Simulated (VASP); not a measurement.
# HfGe (P-6m2) in VASP: settings compared, part 2 of 2

VASP 6.6.1. The steps go on from the part before.

## 5. Single point, r2SCAN50

This run uses another cell than the first one, of 23.51 Å³/atom.

POSCAR

```
HfGe
1.0
    3.9335093900      0.0000000000      0.0000000000
   -1.9667546900      3.4065190500      0.0000000000
    0.0000000000      0.0000000000      3.5096193900
Hf Ge
1 1
Direct
    0.0000000000      0.0000000000      0.5000000000
    0.3333333300      0.6666666700      0.5000000000
```

INCAR.step1

```
PREC = Accurate ; ENCUT = 520
EDIFF = 1E-5 ; ISMEAR = -1
SIGMA = 0.05 ; LREAL = False
LASPH = True ; NELM = 80
ALGO = Normal ; ISIF = 2
LWAVE = True ; LCHARG = False
NBANDS = 19 ; GGA = PE
```

INCAR.step2

```
PREC = Accurate ; ENCUT = 520
EDIFF = 1E-6 ; ISMEAR = -1
SIGMA = 0.05 ; LREAL = False
LASPH = True ; NELM = 80
ALGO = Normal ; ISIF = 2
LWAVE = False ; LCHARG = False
METAGGA = R2SCAN ; LHFCALC = True
AEXX = 0.5 ; LMIXTAU = True
PRECFOCK = Normal ; NBANDS = 19
ISTART = 1
```

KPOINTS

```
regular mesh
0
Gamma
  4 4 4
```

Potentials or basis: VASP PAW PBE potentials, release 64 (Hf_pv, Ge_d).

On the command line:

```sh
$ cat potpaw_PBE.64/Hf_pv/POTCAR potpaw_PBE.64/Ge_d/POTCAR > POTCAR
$ cp INCAR.step1 INCAR
$ mpirun -np 1 vasp_std > vasp.out
$ cp INCAR.step2 INCAR
$ mpirun -np 1 vasp_std > vasp.out
```

OUTCAR:

```text
PREC = Accurate
   ENCUT = 520
   EDIFF = 1E-6
   ISMEAR = -1
   LREAL = False
   LASPH = True
   NELM = 80
   ISIF = 2
   METAGGA = R2SCAN
   LHFCALC = True
   AEXX = 0.5
   PRECFOCK = Normal
   ISTART = 1

 ion  position               nearest neighbor table
   1  0.000  0.000  0.500-   2 2.27   2 2.27   2 2.27
   2  0.333  0.667  0.500-   1 2.27   1 2.27   1 2.27

  LATTYP: Found a hexagonal cell.
 ALAT       =     3.9335093900
 C/A-ratio  =     0.8922361795

  Lattice vectors:

 A1 = (   3.9335093900,   0.0000000000,   0.0000000000)
 A2 = (  -1.9667546900,   3.4065190500,   0.0000000000)
 A3 = (   0.0000000000,   0.0000000000,   3.5096193900)

Analysis of symmetry for initial positions (statically):
=====================================================================
 Subroutine PRICEL returns:
 Original cell was already a primitive cell.

 Routine SETGRP: Setting up the symmetry group for a
[... 156 lines left out ...]
  ---------------------------------------------------
  ext. energy  EPLUGINS =         0.00000000
  ---------------------------------------------------
  free energy    TOTEN  =       -41.45481768 eV

  energy without entropy =      -41.44829547  energy(sigma->0) =      -41.45155657

 E-fermi :   4.1689     XC(G=0):  -6.1356

 val. band max:        2.7738707069   @ k =   0.2500   0.2500   0.5000
 cond. band min:       4.1689714957   @ k =   0.2500   0.2500   0.5000
 fundamental gap:      1.3951007888
 Fermi energy:         4.1689106743

 k-point     1 :       0.0000    0.0000    0.0000
  band No.  band energies     occupation
      1     -33.1409      2.00000
      2     -33.1408      2.00000
      3     -32.7998      2.00000
      4     -27.5599      2.00000
      5     -27.4915      2.00000
      6     -27.4915      2.00000
[... 241 lines left out ...]
      6     -27.4800      2.00000
[... 11 lines left out ...]
     18      11.8366      0.00000
     19      15.0786      0.00000

------------------------ aborting loop because EDIFF is reached ----------------------------------------

  FORCE on cell =-STRESS in cart. coord.  units (eV):
  Direction    XX          YY          ZZ          XY          YZ          ZX
  --------------------------------------------------------------------------------------
  -------------------------------------------------------------------------------------
  Total       18.3302349     18.3302348     -3.7998637      0.0000000      0.0000000      0.0000000
  in kB      624.4930068    624.4930040   -129.4576038      0.0000009      0.0000000      0.0000000
  external PRESSURE =     373.1761357 kB  Pullay stress =       0.0000000 kB

 VOLUME and BASIS-vectors are now :
 -----------------------------------------------------------------------------
  energy-cutoff  :      520.00
  volume of cell :       47.03
      direct lattice vectors                 reciprocal lattice vectors
     3.933509390  0.000000000  0.000000000     0.254225909  0.146777397  0.000000000
    -1.966754690  3.406519050  0.000000000     0.000000000  0.293554795  0.000000000
     0.000000000  0.000000000  3.509619390     0.000000000  0.000000000  0.284931182

 POSITION                                       TOTAL-FORCE (eV/Angst)
 -----------------------------------------------------------------------------------
      0.00000      0.00000      1.75481         0.000000     -0.000000      0.000000
     -0.00000      2.27101      1.75481         0.000000      0.000000      0.000000
 -----------------------------------------------------------------------------------
    total drift:                                0.000013     -0.000011      0.000003

  FREE ENERGIE OF THE ION-ELECTRON SYSTEM (eV)
  ---------------------------------------------------
  free  energy   TOTEN  =       -41.4548176813 eV

  energy  without entropy=      -41.4482954652  energy(sigma->0) =      -41.45155657
```

Wall time 7.8 min (1 thread of Intel Xeon 6975P-C (Granite Rapids), shared host); peak memory 0.18 GiB.

Results:

| Item | Value |
| --- | --- |
| Free energy | -41.4548 eV |
| Pressure | 37.3 GPa |
| Band gap on the k mesh | zero (bands 12 and 13 overlap by 0.37 eV) |

Levels at points of the mesh, in eV from the Fermi level:
| k point | band 8 | band 9 | band 10 | band 11 | band 12 | band 13 | band 14 | band 15 | band 16 | band 17 |
| --- | --- | --- | --- | --- | --- | --- | --- | --- | --- | --- |
| (0.00, 0.00, 0.00) | -31.47 | -14.13 | -5.01 | -5.01 | -3.06 | 3.87 | 5.15 | 5.15 | 6.69 | 9.65 |
| (0.50, 0.00, 0.00) | -31.58 | -11.93 | -6.32 | -2.13 | -1.86 | 1.33 | 2.54 | 4.75 | 4.75 | 9.12 |
| (0.00, 0.00, 0.50) | -31.47 | -12.66 | -5.69 | -4.44 | -4.44 | 3.02 | 3.02 | 6.73 | 8.70 | 9.38 |
| (0.50, 0.00, 0.50) | -31.58 | -10.60 | -5.46 | -4.56 | 0.37 | 1.92 | 2.02 | 3.21 | 5.78 | 7.19 |

Caveat: the k points lie up to 0.46 Å⁻¹ apart; the PAW data sets were made with another functional, which shifts forces and pressure a little; spin-orbit coupling is left out, which moves the levels of the heavy elements.

## 6. Summary

```tsv
level	cell	share of exact exchange	screening parameter	gap on the mesh (eV)	pressure (GPa)
HF	a = 4.804, b = 4.804, c = 3.330 Å, angles 90.0, 90.0, 120.0°, 2 atoms	1	-	5.15	-1.7
PBEsol-based screened hybrid with 25 % exact exchange	a = 3.934, b = 3.934, c = 3.510 Å, angles 90.0, 90.0, 120.0°, 2 atoms	0.25	0.207 1/Å	none	34.3
r2SCAN0	a = 3.934, b = 3.934, c = 3.510 Å, angles 90.0, 90.0, 120.0°, 2 atoms	0.25	-	none	37.7
r2SCAN50	a = 3.934, b = 3.934, c = 3.510 Å, angles 90.0, 90.0, 120.0°, 2 atoms	0.5	-	none	37.3
```

Alike in all rows: task single point; potentials or basis VASP PAW PBE potentials, release 64 (Hf_pv, Ge_d); no spin polarisation; k mesh 4 × 4 × 4; cutoff (eV) 520; smearing fermi-dirac 0.05 eV.

Caveats: all runs use coarse meshes; the PAW data sets were made with another functional, which shifts forces and pressure a little; spin-orbit coupling is left out, which moves the levels of the heavy elements.

Absolute energies hang on the potentials; compare differences alone.
